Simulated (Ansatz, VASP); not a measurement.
## One calculation of Cd3HgO4, two programs

INCAR

```
PREC = Accurate ; ENCUT = 520
EDIFF = 1E-6 ; ISMEAR = 0
SIGMA = 0.1 ; LREAL = F
LASPH = T ; NELM = 80
ALGO = Normal ; ISIF = 2
LWAVE = F ; LCHARG = F
GGA = PE ; NBANDS = 46
```

File KPOINTS:

```
Automatic mesh
0
Gamma
  12 8 6
```

The input POSCAR:

```
Cd3HgO4
1.0
    3.4074471841      0.0000000000      0.0000000000
    0.0000000000      4.7798710162      0.0000000000
    0.0000000000      0.0000000000      6.8303752428
Cd Hg O
3 1 4
Direct
    0.5000000000      0.5000000000      0.2527376446
    0.0000000000      0.0000000000      0.5000000000
    0.5000000000      0.5000000000      0.7472623554
    0.0000000000      0.0000000000      0.0000000000
    0.0000000000      0.5000000000      0.0000000000
    0.5000000000      0.0000000000      0.2614946397
    0.0000000000      0.5000000000      0.5000000000
    0.5000000000      0.0000000000      0.7385053603
```

Input for Ansatz:

```yaml
crystal:
  lattice:
    - [3.4074471841, 0.0, 0.0]
    - [0.0, 4.7798710162, 0.0]
    - [0.0, 0.0, 6.8303752428]
  atoms:
    - { symbol: Cd, position: [0.5, 0.5, 0.2527376446] }
    - { symbol: Cd, position: [0.0, 0.0, 0.5] }
    - { symbol: Cd, position: [0.5, 0.5, 0.7472623554] }
    - { symbol: Hg, position: [0.0, 0.0, 0.0] }
    - { symbol: O, position: [0.0, 0.5, 0.0] }
    - { symbol: O, position: [0.5, 0.0, 0.2614946397] }
    - { symbol: O, position: [0.0, 0.5, 0.5] }
    - { symbol: O, position: [0.5, 0.0, 0.7385053603] }
basis:
  ecutwfc: 420
kpoints:
  mp_grid: { grid: [12, 8, 6] }
  band_path:
    path:
      - [[0.0, 0.0, 0.0], [0.5, 0.0, 0.0], [0.5, 0.5, 0.0], [0.0, 0.5, 0.0], [0.0, 0.0, 0.0], [0.0, 0.0, 0.5], [0.5, 0.0, 0.5], [0.5, 0.5, 0.5], [0.0, 0.5, 0.5], [0.0, 0.0, 0.5]]
      - [[0.5, 0.0, 0.0], [0.5, 0.0, 0.5]]
      - [[0.0, 0.5, 0.0], [0.0, 0.5, 0.5]]
      - [[0.5, 0.5, 0.0], [0.5, 0.5, 0.5]]
    npoints: 14
hamiltonian:
  xc: pbe
scf:
  occupations: { method: gaussian, width: 0.1 }
  n_extra_bands: 20
output:
  forces: true
  stress: true
  eigenvalues: true
  populations: true
  dos: { projected: true, de: 0.02, nscf_kmesh: { grid: [15, 10, 8] } }
  bader: true
  write_density: true
  write_potential: true
  elf: true
  volumetric_format: npy
```

Alike in both runs: task single point; functional PBE; k mesh 12 × 8 × 6; occupations gaussian, width 0.1 eV; no spin polarisation.

|  | VASP | Ansatz |
| --- | --- | --- |
| version | VASP 6.6.1 | Ansatz 0.2.0 |
| potentials or method | VASP PAW PBE potentials, release 64 (Cd, Hg, O), cutoff 520 eV | scalar-relativistic, plane waves, PAW |
| valence electrons in the cell | 72 | 104 |

Ansatz gave:

- gap on the k mesh at the Fermi level (eV): none
- pressure (GPa): 0.0
- rms of the force components (eV/Å): 0.000

Question: Estimate VASP's values.

Answer: gap on the k mesh at the Fermi level (eV): none; pressure (GPa): 1.1; rms of the force components (eV/Å): 0.004.

Atom by atom the forces differ by 0.004 eV/Å (rms over components). A gap of «none» marks a metal or a gap that the smearing closes. VASP's potentials hold 72 valence electrons a cell and Ansatz's 104, so a difference there can come from the potentials and not from the codes.

Spin-orbit coupling is off throughout.
